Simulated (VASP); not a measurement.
# AlN (Cm) in VASP: a series of runs

Runs on AlN. Level: PBE. Tasks: single point.

Everything below comes from runs of VASP 6.6.1. Logs are shortened: lines on timing, memory, paths and dates and some standing lists are left out, and cuts for length are marked.

## Step 1: The cell of the first run

It takes space group Cm (No. 8, monoclinic). Conventional cell: a = 6.226 Å, b = 6.226 Å, c = 4.403 Å, α = 90.00°, β = 90.00°, γ = 90.00°. Within 1.9 Å of Al (site symmetry m) lie 1 N at 1.43 Å. Al (site symmetry 1) has 4 N at 1.91 Å within 2.5 Å. Al (site symmetry m) has 4 N at 1.91 Å within 2.5 Å. N (site symmetry m) has 1 Al at 1.43 Å within 1.9 Å. Within 2.5 Å of N (site symmetry 1) lie 4 Al at 1.91 to 2.25 Å. Within 2.5 Å of N (site symmetry m) lie 4 Al at 1.90 to 1.91 Å.

## Step 2: Single point, PBE (atom 1 (Al) moved by -0.252 Å along [1 1 0] and +0.504 Å along [0 0 1])

INCAR reads:

```
SYSTEM = AlN
PREC = Accurate ; ENCUT = 520
EDIFF = 1E-6 ; ISMEAR = 0
SIGMA = 0.05 ; LREAL = .FALSE.
LASPH = .TRUE. ; NELM = 60
ALGO = Normal ; ISIF = 2
LWAVE = .FALSE. ; LCHARG = .FALSE.
GGA = PE ; NBANDS = 26
```

KPOINTS reads:

```
regular mesh
0
G
  6 6 6
  0 0 0
```

POSCAR reads:

```
AlN
1.0
    4.4025164325      0.0000000000      0.0000000000
    0.0000000000     -4.4025164325      0.0000000000
    0.0000000000      0.0000000000     -4.4025164325
Al N
4 4
Direct
   -0.0404747856     -0.1144799816     -0.0404747856
    0.5000000000      0.5000000000      0.0000000000
    0.5000000000      0.0000000000      0.5000000000
    0.0000000000      0.5000000000      0.5000000000
    0.7500000000      0.7500000000      0.7500000000
    0.2500000000      0.2500000000      0.7500000000
    0.2500000000      0.7500000000      0.2500000000
    0.7500000000      0.2500000000      0.2500000000
```

Potentials or basis: VASP PAW PBE potentials, release 64 (Al, N).

Run with:

```console
cat potpaw_PBE.64/Al/POTCAR potpaw_PBE.64/N/POTCAR > POTCAR
mpirun -np 1 vasp_std > vasp.out
```

OUTCAR:

```text
SYSTEM = AlN
   PREC = Accurate
   ENCUT = 520
   EDIFF = 1E-6
   ISMEAR = 0
   LREAL = .FALSE.
   LASPH = .TRUE.
   NELM = 60
   ISIF = 2
   GGA = PE

 ion  position               nearest neighbor table
   1  0.960  0.886  0.960-   5 1.43   7 1.90   6 2.25   8 2.25   2 2.65   4 2.65   3 2.91   2 2.93
                             4 2.93   3 3.16   3 3.16
   2  0.500  0.500  0.000-   5 1.91   6 1.91   7 1.91   8 1.91   1 2.65   1 2.93   4 3.11   3 3.11
                             4 3.11   3 3.11   3 3.11   3 3.11   4 3.11   4 3.11
   3  0.500  0.000  0.500-   5 1.91   6 1.91   7 1.91   8 1.91   1 2.91   2 3.11   4 3.11   2 3.11
                             2 3.11   4 3.11   2 3.11   4 3.11   4 3.11   1 3.16   1 3.16
   4  0.000  0.500  0.500-   5 1.91   6 1.91   7 1.91   8 1.91   1 2.65   1 2.93   3 3.11   2 3.11
                             2 3.11   3 3.11   2 3.11   3 3.11   2 3.11   3 3.11
   5  0.750  0.750  0.750-   1 1.43   2 1.91   3 1.91   4 1.91
   6  0.250  0.250  0.750-   2 1.91   3 1.91   4 1.91   1 2.25
   7  0.250  0.750  0.250-   1 1.90   2 1.91   3 1.91   4 1.91
   8  0.750  0.250  0.250-   2 1.91   3 1.91   4 1.91   1 2.25

  LATTYP: Found a simple cubic cell.
 ALAT       =     4.4025164325

  Lattice vectors:

 A1 = (   4.4025164325,   0.0000000000,   0.0000000000)
 A2 = (   0.0000000000,  -4.4025164325,   0.0000000000)
 A3 = (   0.0000000000,   0.0000000000,  -4.4025164325)

Analysis of symmetry for initial positions (statically):
=====================================================================
 Subroutine PRICEL returns:
 Original cell was already a primitive cell.

 Routine SETGRP: Setting up the symmetry group for a
 simple cubic supercell.

 Subroutine GETGRP returns: Found  2 space group operations
 (whereof  2 operations were pure point group operations)
 out of a pool of 48 trial point group operations.

The static configuration has the point symmetry C_1h.

Analysis of symmetry for dynamics (positions and initial velocities):
=====================================================================
 Subroutine PRICEL returns:
 Original cell was already a primitive cell.

 Routine SETGRP: Setting up the symmetry group for a
 simple cubic supercell.

 Subroutine GETGRP returns: Found  2 space group operations
 (whereof  2 operations were pure point group operations)
 out of a pool of 48 trial point group operations.

The dynamic configuration has the point symmetry C_1h.

 Subroutine INISYM returns: Found  2 space group operations
 (whereof  2 operations are pure point group operations),
 and found     1 'primitive' translations

----------------------------------------------------------------------------------------

                                     Primitive cell

  volume of cell :      85.3302

  direct lattice vectors                    reciprocal lattice vectors
     4.402516432  0.000000000  0.000000000     0.227142821  0.000000000  0.000000000
     0.000000000 -4.402516432  0.000000000     0.000000000 -0.227142821  0.000000000
     0.000000000  0.000000000 -4.402516432     0.000000000  0.000000000 -0.227142821

  length of vectors
     4.402516432  4.402516432  4.402516432     0.227142821  0.227142821  0.227142821

  position of ions in fractional coordinates (direct lattice)
     0.959525214  0.885520018  0.959525214
     0.500000000  0.500000000  0.000000000
     0.500000000  0.000000000  0.500000000
     0.000000000  0.500000000  0.500000000
     0.750000000  0.750000000  0.750000000
     0.250000000  0.250000000  0.750000000
     0.250000000  0.750000000  0.250000000
     0.750000000  0.250000000  0.250000000

  ion indices of the primitive-cell ions
   primitive index   ion index
                 1           1
                 2           2
                 3           3
                 4           4
                 5           5
                 6           6
                 7           7
                 8           8

----------------------------------------------------------------------------------------

[... 48 lines left out ...]
   GGA     = PE    functional components
   LHFCALC =     F    Hartree Fock is set to
   AEXX    =    0.0000 exact exchange contribution
   IVDW    =     0    specifies the selected vdW correction
   LEPSILON=     F    determine dielectric tensor
   LRPA    =     F    only Hartree local field effects (RPA)
 non-spin polarized calculation
 Gauss-broadening in eV      SIGMA  =   0.05
  energy-cutoff  :      520.00
  volume of cell :       85.33
 maximum number of plane-waves:      2325
 NGX is ok and might be reduce to    36
   NGX = 17   NGY = 17   NGZ = 17

 number of electron      31.9999997 magnetization

 Free energy of the ion-electron system (eV)
  ---------------------------------------------------
  ext. energy  EPLUGINS =         0.00000000
  ---------------------------------------------------
  free energy    TOTEN  =       -54.79903199 eV

  energy without entropy =      -54.79903199  energy(sigma->0) =      -54.79903199

 E-fermi :   6.7434     XC(G=0): -10.8155

 val. band max:        6.5389371268   @ k =   0.5000   0.5000   0.5000
 cond. band min:       7.9291386496   @ k =   0.0000   0.0000   0.0000
 fundamental gap:      1.3902015227
 Fermi energy:         6.7433657087

 k-point     1 :       0.0000    0.0000    0.0000
  band No.  band energies     occupation
      1      -9.6638      2.00000
      2      -7.4095      2.00000
      3      -6.2526      2.00000
      4      -5.8031      2.00000
      5       0.3674      2.00000
      6       0.4388      2.00000
[... 18 lines left out ...]
     25      18.0943      0.00000
     26      18.1342      0.00000

 k-point     2 :       0.1667    0.0000    0.0000
  band No.  band energies     occupation
      1      -9.5659      2.00000
      2      -7.4841      2.00000
      3      -6.2555      2.00000
      4      -5.9061      2.00000
      5       0.5141      2.00000
      6       0.6232      2.00000
[... 18 lines left out ...]
     25      17.7852      0.00000
[... 608 lines left out ...]
     25      16.1891      0.00000
     26      16.4842      0.00000

 k-point    24 :      -0.3333    0.0000    0.3333
  band No.  band energies     occupation
      1      -9.0993      2.00000
      2      -7.5967      2.00000
      3      -6.4314      2.00000
      4      -6.3250      2.00000
      5       0.5534      2.00000
      6       0.8145      2.00000
[... 18 lines left out ...]
     25      16.5776      0.00000
     26      16.7962      0.00000

 [... further k-points ...]

------------------------ aborting loop because EDIFF is reached ----------------------------------------

  FORCE on cell =-STRESS in cart. coord.  units (eV):
  Direction    XX          YY          ZZ          XY          YZ          ZX
  --------------------------------------------------------------------------------------
  -------------------------------------------------------------------------------------
  Total       11.2608837      1.4996038     11.2608837     -6.8867231      6.8867230    -10.4760276
  in kB      211.4365670     28.1568550    211.4365670   -129.3064681    129.3064661   -196.6999543
  external PRESSURE =     150.3433297 kB  Pullay stress =       0.0000000 kB

 VOLUME and BASIS-vectors are now :
 -----------------------------------------------------------------------------
  energy-cutoff  :      520.00
  volume of cell :       85.33
      direct lattice vectors                 reciprocal lattice vectors
     4.402516432  0.000000000  0.000000000     0.227142821  0.000000000  0.000000000
     0.000000000 -4.402516432  0.000000000     0.000000000 -0.227142821  0.000000000
     0.000000000  0.000000000 -4.402516432     0.000000000  0.000000000 -0.227142821

 POSITION                                       TOTAL-FORCE (eV/Angst)
 -----------------------------------------------------------------------------------
      4.22433     -3.89852     -4.22433        13.759071    -12.948330    -13.759071
      2.20126     -2.20126      0.00000        -0.969108      2.233561     -0.489580
      2.20126      0.00000     -2.20126        -0.704111     -1.422047      0.704111
      0.00000     -2.20126     -2.20126         0.489580      2.233561      0.969108
      3.30189     -3.30189     -3.30189       -11.829479      8.152507     11.829479
      1.10063     -1.10063     -3.30189        -0.365972      0.586041      0.060859
      1.10063     -3.30189     -1.10063        -0.319122      0.578665      0.319122
      3.30189     -1.10063     -1.10063        -0.060859      0.586041      0.365972
 -----------------------------------------------------------------------------------
    total drift:                                0.000243     -0.000180     -0.000243

  FREE ENERGIE OF THE ION-ELECTRON SYSTEM (eV)
  ---------------------------------------------------
  free  energy   TOTEN  =       -54.7990319925 eV

  energy  without entropy=      -54.7990319925  energy(sigma->0) =      -54.79903199
```

It took 92 s on 1 thread of Intel Xeon Platinum 8488C (Sapphire Rapids), shared host; peak memory 0.26 GiB.

What came out:

```yaml
Free_energy: -54.7990 eV
Pressure: 15.0 GPa
Largest_force: 23.373 eV/Å
Band_gap_on_the_k_mesh: 1.39 eV, indirect (least direct gap 1.50 eV)
```

Forces on the atoms (eV/Å):
```
Al   13.759 -12.948 -13.759
Al   -0.969   2.234  -0.490
Al   -0.704  -1.422   0.704
Al    0.490   2.234   0.969
N   -11.829   8.153  11.829
N    -0.366   0.586   0.061
N    -0.319   0.579   0.319
N    -0.061   0.586   0.366
```

Levels at points of the mesh, in eV from the valence-band top:
```tsv
k point	band 12	band 13	band 14	band 15	band 16	band 17	band 18	band 19	band 20	band 21
(0.00, 0.00, 0.00)	-2.13	-2.09	-0.76	-0.55	-0.11	1.39	1.71	3.03	4.12	6.79
(0.50, 0.00, 0.00)	-2.59	-1.99	-1.62	-1.43	-1.06	3.68	4.14	5.53	6.41	8.29
(0.00, 0.50, 0.00)	-3.15	-2.67	-2.55	-1.10	-0.58	4.12	4.38	5.31	6.37	8.34
(0.50, 0.50, 0.00)	-2.29	-1.77	-1.35	-1.21	-0.53	5.61	5.82	7.03	7.51	7.71
(0.50, 0.00, 0.50)	-2.83	-2.35	-2.22	-0.74	-0.10	5.35	5.95	7.09	7.47	7.58
(0.50, 0.50, 0.50)	-1.22	-1.13	-0.68	-0.60	0.00	5.14	5.93	6.29	6.52	7.68
```

Caveat: the cell differs from its parent crystal (atom 1 (Al) moved by -0.252 Å along [1 1 0] and +0.504 Å along [0 0 1]); forces of over 1 eV/Å act on the atoms, so gaps and moduli don't describe the material at rest. A k mesh can miss the band edges.

## Step 3: Single point, PBE (atom 1 (Al) moved by -0.252 Å along [1 1 0] and -0.504 Å along [0 0 1])

INCAR reads:

```
SYSTEM = AlN
ALGO = Normal
EDIFF = 1E-6
ENCUT = 520
GGA = PE
ISIF = 2
ISMEAR = 0
LASPH = .TRUE.
LCHARG = .FALSE.
LREAL = .FALSE.
LWAVE = .FALSE.
NBANDS = 26
NELM = 80
PREC = Accurate
SIGMA = 0.05
```

KPOINTS reads:

```
k-points
0
G
  6 6 6
  0 0 0
```

POSCAR: that of step 2 with these lines changed.

```diff
@@ -8,3 +8,3 @@
 Direct
-   -0.0404747856     -0.1144799816     -0.0404747856
+   -0.0404747856      0.1144799816     -0.0404747856
     0.5000000000      0.5000000000      0.0000000000
```

Potentials or basis: VASP PAW PBE potentials, release 64 (Al, N).

Run with:

```console
cat potpaw_PBE.64/Al/POTCAR potpaw_PBE.64/N/POTCAR > POTCAR
mpirun -np 1 vasp_std > vasp.out
```

Run time: 90 s. Hardware: 1 thread of Intel Xeon Platinum 8488C (Sapphire Rapids), shared host; peak memory 0.26 GiB.

The run converged. Its results:

```yaml
Free_energy: -56.9378 eV
Pressure: 7.1 GPa
Largest_force: 7.778 eV/Å
Band_gap_on_the_k_mesh: 0.24 eV, indirect (least direct gap 0.34 eV)
```

Forces in eV/Å, atoms in the order of the input:
```
Al   0.897  7.674 -0.897
Al  -1.205 -2.349 -0.747
Al  -0.899  1.538  0.899
Al   0.747 -2.349  1.205
N    0.103 -0.831 -0.103
N    2.331 -1.779  1.999
N    0.025 -0.124 -0.025
N   -1.999 -1.779 -2.331
```

Stress tensor (GPa, compression positive):
```
11.58  0.87  8.23
 0.87 -1.89 -0.87
 8.23 -0.87 11.58
```

Levels at points of the mesh, in eV from the valence-band top:
```tsv
k point	band 14	band 15	band 16	band 17	band 18	band 19
(0.00, 0.00, 0.00)	-0.85	-0.83	-0.10	0.24	2.35	3.43
(0.50, 0.00, 0.00)	-2.03	-1.55	-1.01	2.72	4.68	5.84
(0.00, 0.50, 0.00)	-2.72	-1.24	-0.66	3.08	4.95	5.66
(0.50, 0.50, 0.00)	-1.41	-1.25	-0.67	4.56	6.45	6.88
(0.50, 0.00, 0.50)	-2.21	-0.87	-0.24	4.41	6.58	6.85
(0.50, 0.50, 0.50)	-0.97	-0.76	0.00	5.10	5.61	5.97
```

Caveat: the cell differs from its parent crystal (atom 1 (Al) moved by -0.252 Å along [1 1 0] and -0.504 Å along [0 0 1]); forces of over 1 eV/Å act on the atoms, so gaps and moduli don't describe the material at rest. A k mesh can miss the band edges.

## Step 4: Single point, PBE (atom 1 (Al) moved by -0.126 Å along [1 1 0] and -0.630 Å along [0 0 1])

INCAR reads:

```
SYSTEM = AlN
  PREC = Accurate
  ENCUT = 520
  EDIFF = 1E-6
  ISMEAR = 0
  SIGMA = 0.05
  LREAL = .False.
  LASPH = .True.
  NELM = 80
  ALGO = Normal
  ISIF = 2
  LWAVE = .False.
  LCHARG = .False.
  GGA = PE
  NBANDS = 26
```

KPOINTS reads:

```
Automatic mesh
0
Gamma
  6 6 6
  0 0 0
```

POSCAR: that of step 3 with these lines changed.

```diff
@@ -8,3 +8,3 @@
 Direct
-   -0.0404747856      0.1144799816     -0.0404747856
+   -0.0202373928      0.1430999769     -0.0202373928
     0.5000000000      0.5000000000      0.0000000000
```

Run with:

```console
cat potpaw_PBE.64/Al/POTCAR potpaw_PBE.64/N/POTCAR > POTCAR
mpirun -np 1 vasp_std > vasp.out
```

Run time: 68 s. Hardware: 1 thread of Intel Xeon 6975P-C (Granite Rapids), shared host; peak memory 0.26 GiB.

It converged, with:

- Free energy: -55.9724 eV
- Pressure: 10.7 GPa
- Largest force: 8.877 eV/Å
- Band gap on the k mesh: 0.47 eV, indirect (least direct gap 0.59 eV)

Forces on the atoms (eV/Å):
```
Al   0.207  8.873 -0.207
Al  -0.703 -2.709 -0.399
Al  -0.433  1.719  0.433
Al   0.399 -2.709  0.703
N    0.118 -0.584 -0.118
N    3.661 -2.215  3.271
N    0.022 -0.160 -0.022
N   -3.271 -2.215 -3.661
```

Stress tensor (GPa, compression positive):
```
18.36  0.60 13.63
 0.60 -4.65 -0.60
13.63 -0.60 18.36
```

Levels at points of the mesh, in eV from the valence-band top:
| k point | band 14 | band 15 | band 16 | band 17 | band 18 | band 19 |
| --- | --- | --- | --- | --- | --- | --- |
| (0.00, 0.00, 0.00) | -0.88 | -0.87 | -0.12 | 0.47 | 1.63 | 3.53 |
| (0.50, 0.00, 0.00) | -1.83 | -1.64 | -1.18 | 2.83 | 3.95 | 5.92 |
| (0.00, 0.50, 0.00) | -2.93 | -1.23 | -0.60 | 3.36 | 4.32 | 5.72 |
| (0.50, 0.50, 0.00) | -1.58 | -1.17 | -0.82 | 4.73 | 5.72 | 6.78 |
| (0.50, 0.00, 0.50) | -2.57 | -0.85 | -0.14 | 4.50 | 5.83 | 6.89 |
| (0.50, 0.50, 0.50) | -1.07 | -0.77 | 0.00 | 4.73 | 5.67 | 5.87 |

Caveat: the cell differs from its parent crystal (atom 1 (Al) moved by -0.126 Å along [1 1 0] and -0.630 Å along [0 0 1]); forces of over 1 eV/Å act on the atoms, so gaps and moduli don't describe the material at rest. A k mesh can miss the band edges.

## Step 5: Single point, PBE (atom 1 (Al) moved by -0.126 Å along [1 1 0] and -0.378 Å along [0 0 1])

INCAR reads:

```
ALGO = Normal
EDIFF = 1E-7
ENCUT = 520
GGA = PE
ISIF = 2
ISMEAR = 0
LASPH = True
LCHARG = True
LELF = True
LREAL = False
LVHAR = True
LWAVE = False
NBANDS = 26
NELM = 100
PREC = Accurate
SIGMA = 0.05
```

KPOINTS reads:

```
k-points
0
Gamma
  6 6 6
```

POSCAR: that of step 4 with these lines changed.

```diff
@@ -8,3 +8,3 @@
 Direct
-   -0.0202373928      0.1430999769     -0.0202373928
+   -0.0202373928      0.0858599862     -0.0202373928
     0.5000000000      0.5000000000      0.0000000000
```

Run with:

```console
cat potpaw_PBE.64/Al/POTCAR potpaw_PBE.64/N/POTCAR > POTCAR
mpirun -np 1 vasp_std > vasp.out
```

It took 70 s on 1 thread of Intel Xeon 6975P-C (Granite Rapids), shared host; peak memory 0.26 GiB.

The run converged. Its results:

```yaml
Free_energy: -57.9838 eV
Pressure: 4.3 GPa
Largest_force: 6.665 eV/Å
Band_gap_on_the_k_mesh: 1.45 eV, indirect (least direct gap 1.48 eV)
```

Forces on the atoms (eV/Å):
```
Al   0.624  6.606 -0.624
Al  -0.535 -1.745 -0.352
Al  -0.446  1.185  0.446
Al   0.352 -1.745  0.535
N    0.161 -0.743 -0.161
N    1.594 -1.540  1.552
N   -0.199 -0.478  0.199
N   -1.552 -1.540 -1.594
```

Stress tensor (GPa, compression positive):
```
 7.10  0.24  6.56
 0.24 -1.20 -0.24
 6.56 -0.24  7.10
```

Levels at points of the mesh, in eV from the valence-band top:
```
           k point  band 14  band 15  band 16  band 17  band 18  band 19
(0.00, 0.00, 0.00)    -0.54    -0.53    -0.03     1.45     2.52     3.58
(0.50, 0.00, 0.00)    -1.56    -1.34    -1.03     3.94     4.89     6.06
(0.00, 0.50, 0.00)    -2.19    -0.99    -0.58     4.17     5.11     5.88
(0.50, 0.50, 0.00)    -1.06    -0.94    -0.62     5.76     6.70     7.64
(0.50, 0.00, 0.50)    -1.70    -0.59    -0.14     5.70     6.78     7.57
(0.50, 0.50, 0.50)    -0.77    -0.52     0.00     5.96     6.29     6.47
```

Caveat: the cell differs from its parent crystal (atom 1 (Al) moved by -0.126 Å along [1 1 0] and -0.378 Å along [0 0 1]); forces of over 1 eV/Å act on the atoms, so gaps and moduli don't describe the material at rest. A k mesh can miss the band edges.

## Step 6: Single point, PBE (atom 1 (Al) moved by -0.126 Å along [1 1 0] and +0.378 Å along [0 0 1])

INCAR reads:

```
SYSTEM = AlN
PREC = Accurate ; ENCUT = 520
EDIFF = 1E-7 ; ISMEAR = 0
SIGMA = 0.05 ; LREAL = .False.
LASPH = .True. ; NELM = 60
ALGO = Normal ; ISIF = 2
LWAVE = .False. ; LCHARG = .False.
GGA = PE ; NBANDS = 26
```

KPOINTS reads:

```
Automatic mesh
0
Gamma
  6 6 6
  0 0 0
```

POSCAR: that of step 5 with these lines changed.

```diff
@@ -8,3 +8,3 @@
 Direct
-   -0.0202373928      0.0858599862     -0.0202373928
+   -0.0202373928     -0.0858599862     -0.0202373928
     0.5000000000      0.5000000000      0.0000000000
```

Potentials or basis: VASP PAW PBE potentials, release 64 (Al, N).

Run with:

```console
cat potpaw_PBE.64/Al/POTCAR potpaw_PBE.64/N/POTCAR > POTCAR
mpirun -np 1 vasp_std > vasp.out
```

Wall time 66 s (1 thread of Intel Xeon 6975P-C (Granite Rapids), shared host); peak memory 0.26 GiB.

Results (log left out):

```
Free energy            : -57.6270 eV
Pressure               : 5.8 GPa
Largest force          : 10.195 eV/Å
Band gap on the k mesh : 1.89 eV, indirect (least direct gap 1.91 eV)
```

Forces on the atoms (eV/Å):
```
Al   4.700 -7.730 -4.700
Al  -0.447  1.719 -0.259
Al  -0.368 -1.159  0.368
Al   0.259  1.719  0.447
N   -4.152  3.399  4.152
N   -0.347  0.660 -0.100
N    0.255  0.733 -0.255
N    0.100  0.660  0.347
```

Stress tensor (GPa, compression positive):
```
 8.74 -4.74 -8.73
-4.74 -0.14  4.74
-8.73  4.74  8.74
```

Levels at points of the mesh, in eV from the valence-band top:
| k point | band 13 | band 14 | band 15 | band 16 | band 17 | band 18 | band 19 | band 20 |
| --- | --- | --- | --- | --- | --- | --- | --- | --- |
| (0.00, 0.00, 0.00) | -1.92 | -0.53 | -0.41 | -0.03 | 1.89 | 2.25 | 3.41 | 4.04 |
| (0.50, 0.00, 0.00) | -1.60 | -1.41 | -1.31 | -1.07 | 4.37 | 4.61 | 5.86 | 6.37 |
| (0.00, 0.50, 0.00) | -2.43 | -2.12 | -0.95 | -0.55 | 4.64 | 4.80 | 5.71 | 6.34 |
| (0.50, 0.50, 0.00) | -1.33 | -1.08 | -0.95 | -0.54 | 6.28 | 6.32 | 7.54 | 8.03 |
| (0.50, 0.00, 0.50) | -2.01 | -1.70 | -0.55 | -0.08 | 6.12 | 6.48 | 7.48 | 7.83 |
| (0.50, 0.50, 0.50) | -0.92 | -0.62 | -0.50 | 0.00 | 5.97 | 6.38 | 6.58 | 6.82 |

Caveat: the cell differs from its parent crystal (atom 1 (Al) moved by -0.126 Å along [1 1 0] and +0.378 Å along [0 0 1]); forces of over 1 eV/Å act on the atoms, so gaps and moduli don't describe the material at rest.
